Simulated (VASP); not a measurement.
## Ti2BN3: single point with PBE

The system is Ti2BN3.

```
Ti B N
1.0
     5.13213    0.00000    0.00000
    -2.56606    4.44455    0.00000
     0.00000    0.00000    3.42774
Ti B N
2 1 3
Direct
  0.33333 0.66667 0.50000
  0.66667 0.33333 0.50000
  0.00000 0.00000 0.50000
  0.50929 0.00000 0.50000
  0.00000 0.50929 0.50000
  0.49071 0.49071 0.50000
```

```yaml
Program: VASP 6.6.1
Task: single point
Functional: PBE
Potentials_or_basis: VASP PAW PBE potentials, release 64 (Ti_sv, B, N)
Cutoff: 520 eV
k_mesh: 6 × 6 × 6
Occupations: gaussian, width 0.1 eV
Spin: collinear spin, ferromagnetic start
Starting_moments: "[-1.0, -1.0, 0.0, 0.0, 0.0, 0.0] μB"
```

| Quantity | Value |
| --- | --- |
| Pressure | 126.4 GPa |
| Largest force | 1.365 eV/Å |
| Band gap on the k mesh | zero (filled and empty bands overlap) |
| Net moment | 0.00 μB per cell |
| Valence electrons inside the program's atomic spheres | Ti 12.68; B 1.36; N 4.10 |

Forces on the atoms (eV/Å):
```
Ti   0.000  0.000  0.000
Ti   0.000  0.000  0.000
B    0.000  0.000  0.000
N    1.365  0.000  0.000
N   -0.682  1.182  0.000
N   -0.682 -1.182  0.000
```

Stress tensor (GPa, compression positive):
```
189.03   0.00   0.00
  0.00 189.03   0.00
  0.00   0.00   1.24
```

Levels at points of the mesh, in eV from the Fermi level:
Spin up:
```
           k point  band 18  band 19  band 20  band 21  band 22  band 23  band 24  band 25
(0.00, 0.00, 0.00)    -2.04    -1.08    -0.68    -0.43    -0.43     1.96     2.91     2.91
(0.50, 0.00, 0.00)    -3.07    -2.98    -0.72    -0.55     0.07     1.09     2.21     2.92
(0.00, 0.00, 0.50)    -3.27    -0.99    -0.11    -0.11     0.67     1.92     1.92     4.15
(0.50, 0.00, 0.50)    -2.95    -2.91    -0.14    -0.01     0.17     1.80     2.50     3.43
```
Spin down:
```tsv
k point	band 18	band 19	band 20	band 21	band 22	band 23	band 24	band 25
(0.00, 0.00, 0.00)	-2.04	-1.08	-0.68	-0.43	-0.43	1.96	2.91	2.91
(0.50, 0.00, 0.00)	-3.07	-2.98	-0.72	-0.55	0.07	1.09	2.21	2.92
(0.00, 0.00, 0.50)	-3.27	-0.99	-0.11	-0.11	0.67	1.92	1.92	4.15
(0.50, 0.00, 0.50)	-2.95	-2.91	-0.14	-0.01	0.17	1.80	2.50	3.43
```

It took 6.6 min on 1 thread of AMD EPYC 7R13, on a shared host, peak memory 0.27 GiB.

Caveat: forces of over 1 eV/Å act on the atoms, so gaps and moduli don't describe the material at rest.
